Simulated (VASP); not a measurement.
A run of VASP 6.6.1:

File INCAR:

```
  PREC = Accurate
  ENCUT = 520
  EDIFF = 1E-7
  ISMEAR = 0
  SIGMA = 0.05
  LREAL = False
  LASPH = True
  NELM = 80
  ALGO = Normal
  ISIF = 2
  LWAVE = False
  LCHARG = False
  GGA = CA
  NBANDS = 11
```

KPOINTS

```
Automatic mesh
0
Gamma
  8 8 8
```

POSCAR

```
BeTe
1.0
    0.0000000000      2.7700000000      2.8808000000
    2.7700000000      0.0000000000      2.8808000000
    2.7700000000      2.7700000000      0.0000000000
Be Te
1 1
Direct
    0.0000000000      0.0000000000      0.0000000000
    0.7500000000      0.7500000000      0.7500000000
```

Potentials or basis: VASP PAW LDA potentials, release 64 (Be, Te).

Run with:

```bash
$ cat potpaw_LDA.64/Be/POTCAR potpaw_LDA.64/Te/POTCAR > POTCAR
$ mpirun -np 1 vasp_std > vasp.out
```

Hardware: 1 thread of AMD EPYC 7R43 64-Core Processor (Zen 3), with other jobs on the host.

Problem. How long does it take, and how much memory?

Solution. Run time: 27 s on 1 thread of AMD EPYC 7R43 64-Core Processor (Zen 3), with other jobs on the host, peak memory 0.13 GiB. Counts: scf iterations 12, k points 59.
